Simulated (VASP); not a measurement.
Sb3S5:

```xyz
8
Lattice="3.8600 0.0000 0.0000 -1.9300 3.3429 0.0000 0.0000 0.0000 15.4000" Properties=species:S:1:pos:R:3 pbc="T T T"
Sb    0.0000    0.0000    7.7000
Sb    0.0000    2.2286    1.6940
Sb    1.9300    1.1143   13.7060
S     1.9300    1.1143    9.2400
S     0.0000    2.2286    6.1600
S     1.9300    1.1143    3.1262
S     0.0000    2.2286   12.2738
S     0.0000    0.0000    0.0000
```

| Item | Value |
| --- | --- |
| Program | VASP 6.6.1 |
| Task | relaxation of cell and atoms |
| Functional | PBE |
| Potentials or basis | VASP PAW PBE potentials, release 64 (Sb, S) |
| Cutoff | 600 eV |
| k mesh | 5 × 5 × 1 |
| Occupations | gaussian, width 0.2 eV |
| Spin | no spin polarisation |

At the start: pressure 1.8 GPa; volume 24.84 Å³/atom.

How do energy, volume and symmetry change on relaxing?

Over 7 steps the energy falls by 20.2 meV/atom and the volume is 25.96 Å³/atom (+4.5 %); space group P-3m1 (No. 164, to 0.05 Å).

The path:
| step | energy change (eV) | largest force (eV/Å) | pressure (GPa) | volume (Å³) |
| --- | --- | --- | --- | --- |
| 1 | 0.0000 | 0.5418 | 1.76 | 198.71 |
| 2 | -0.0772 | 0.5128 | -0.65 | 206.64 |
| 3 | -0.0779 | 0.5320 | -0.87 | 207.47 |
| 4 | -0.1313 | 0.3543 | -0.35 | 207.28 |
| 5 | -0.1443 | 0.3111 | 0.08 | 207.12 |
| 6 | -0.1598 | 0.1023 | 0.02 | 207.51 |
| 7 | -0.1613 | 0.0646 | -0.01 | 207.66 |

Final structure:
```
Sb S
1.0
     3.85276    0.00000    0.00000
    -1.92638    3.33659    0.00000
     0.00000    0.00000   16.15405
Sb S
3 5
Direct
  0.00000 0.00000 0.50000
  0.33333 0.66667 0.11442
  0.66667 0.33333 0.88558
  0.66667 0.33333 0.59318
  0.33333 0.66667 0.40682
  0.66667 0.33333 0.20544
  0.33333 0.66667 0.79456
  0.00000 0.00000 0.00000
```

Caveat: the k points lie up to 0.39 Å⁻¹ apart in the final cell; this functional lacks dispersion, which binds the layers, so the pressure and a relaxed spacing across them are unreliable; the relaxation stopped at a loose force limit of 0.08 eV/Å, so its end isn't a converged minimum.
